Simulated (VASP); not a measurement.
Li: single point with PBE

The system is Li.

```
Li
1.0
     5.37072    0.00000    0.00000
    -2.68536    4.65118    0.00000
     0.00000    0.00000    7.73028
Li
8
Direct
  0.08915 0.78870 0.75000
  0.21130 0.30045 0.75000
  0.69955 0.91085 0.75000
  0.69955 0.78870 0.25000
  0.21130 0.91085 0.25000
  0.08915 0.30045 0.25000
  0.33333 0.66667 0.50000
  0.33333 0.66667 0.00000
```

The cell was generated, and may not be a known phase.

- Program: VASP 6.6.1
- Task: single point
- Functional: PBE
- Potentials or basis: VASP PAW PBE potentials, release 64 (Li_sv)
- Cutoff: 520 eV
- k mesh: 6 × 6 × 2
- Occupations: gaussian, width 0.1 eV
- Spin: no spin polarisation

- Largest force: 0.638 eV/Å
- Band gap on the k mesh: zero (bands 12 and 13 overlap by 1.06 eV)

Forces on the atoms (eV/Å):
```
Li  -0.024 -0.638  0.000
Li   0.565  0.298  0.000
Li  -0.541  0.340  0.000
Li   0.024 -0.638  0.000
Li   0.541  0.340  0.000
Li  -0.565  0.298  0.000
Li   0.000  0.000  0.000
Li   0.000  0.000  0.000
```

Levels at points of the mesh, in eV from the Fermi level:
```csv
k point,band 9,band 10,band 11,band 12,band 13,band 14,band 15,band 16
"(0.00, 0.00, 0.00)",-3.18,-1.35,-1.29,0.51,1.12,1.68,1.68,2.54
"(0.50, 0.00, 0.00)",-1.99,-1.80,-0.73,-0.23,0.36,0.51,0.56,0.80
"(0.00, 0.00, 0.50)",-2.71,-2.71,0.46,0.46,1.40,1.40,2.04,2.04
"(0.50, 0.00, 0.50)",-1.58,-1.58,-1.31,-1.31,0.69,0.69,1.70,1.70
```

Wall time 48 s on 1 thread of Intel(R) Xeon(R) 6975P-C (Granite Rapids) (shared host), peak memory 0.29 GiB.

Caveat: the k points lie up to 0.41 Å⁻¹ apart, too coarse for converged energies and pressures of a metal.
